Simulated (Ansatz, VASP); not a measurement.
SnO2 in VASP and in Ansatz

The input INCAR:

```
SYSTEM = SnO2
PREC     = Accurate       ! precision mode
ENCUT    = 520            ! plane-wave cutoff, eV
EDIFF    = 1E-6           ! SCF threshold, eV
ISMEAR   = 0              ! smearing method
SIGMA    = 0.05           ! smearing width, eV
LREAL    = .FALSE.        ! projectors in reciprocal space
LASPH    = .TRUE.         ! aspherical terms in the spheres
NELM     = 60             ! most SCF steps
ALGO     = Normal         ! electronic algorithm
ISIF     = 2              ! what is computed and relaxed
LWAVE    = .FALSE.        ! write WAVECAR
LCHARG   = .TRUE.         ! write CHGCAR
GGA      = CA             ! functional
LELF     = .TRUE.         ! ELF
LVHAR    = .TRUE.       
NBANDS   = 35             ! bands
```

The input KPOINTS:

```
Automatic mesh
0
G
  6 6 8
  0 0 0
```

The input POSCAR:

```
SnO2
1.0
    4.8629096204      0.0000000000      0.0000000000
    0.0000000000      4.8659738742      0.0000000000
    0.0000000000      0.0000000000      3.2378696909
Sn O
2 4
Direct
    0.5000000000      0.5000000000      0.5000000000
    0.0000000000      0.0000000000      0.0000000000
    0.3055669685      0.3065721192      0.0000000000
    0.8055669685      0.1934278808      0.5000000000
    0.1944330315      0.8065721192      0.5000000000
    0.6944330315      0.6934278808      0.0000000000
```

Input for Ansatz:

```yaml
crystal:
  lattice:
    - [4.8629096204, 0.0, 0.0]
    - [0.0, 4.8659738742, 0.0]
    - [0.0, 0.0, 3.2378696909]
  atoms:
    - { symbol: Sn, position: [0.5, 0.5, 0.5] }
    - { symbol: Sn, position: [0.0, 0.0, 0.0] }
    - { symbol: O, position: [0.3055669685, 0.3065721192, 0.0] }
    - { symbol: O, position: [0.8055669685, 0.1934278808, 0.5] }
    - { symbol: O, position: [0.1944330315, 0.8065721192, 0.5] }
    - { symbol: O, position: [0.6944330315, 0.6934278808, 0.0] }
basis:
  ecutwfc: 420
kpoints:
  mp_grid: { grid: [6, 6, 8] }
hamiltonian:
  xc: lda
scf:
  occupations: { method: gaussian, width: 0.05 }
output:
  forces: true
  stress: true
  eigenvalues: true
```

Change from the starting cell: strain +0.030 along x and y, +0.015 along z, atoms carried along.

Alike in both runs: task single point; functional LDA; k mesh 6 × 6 × 8; occupations gaussian, width 0.05 eV; no spin polarisation.

|  | VASP | Ansatz |
| --- | --- | --- |
| version | VASP 6.6.1 | Ansatz 0.2.0 |
| potentials or method | VASP PAW LDA potentials, release 64 (Sn_d, O), cutoff 520 eV | scalar-relativistic, plane waves, PAW |
| valence electrons in the cell | 52 | 52 |

```csv
,VASP,Ansatz,Ansatz less VASP
gap on the k mesh at the Fermi level (eV),0.42,0.39,-0.030
least direct gap on the mesh (eV),0.42,0.39,-0.030
pressure (GPa),-12.1,-12.9,-0.78
"traceless stress, the component that is largest in VASP (GPa)",-0.40,-0.67,-0.271
rms of the force components (eV/Å),0.095,0.106,+0.0109
```

LDA's correlation is that of Perdew and Zunger in VASP and of Perdew and Wang (1992) in Ansatz. Atom by atom the forces differ by 0.011 eV/Å (rms over components).
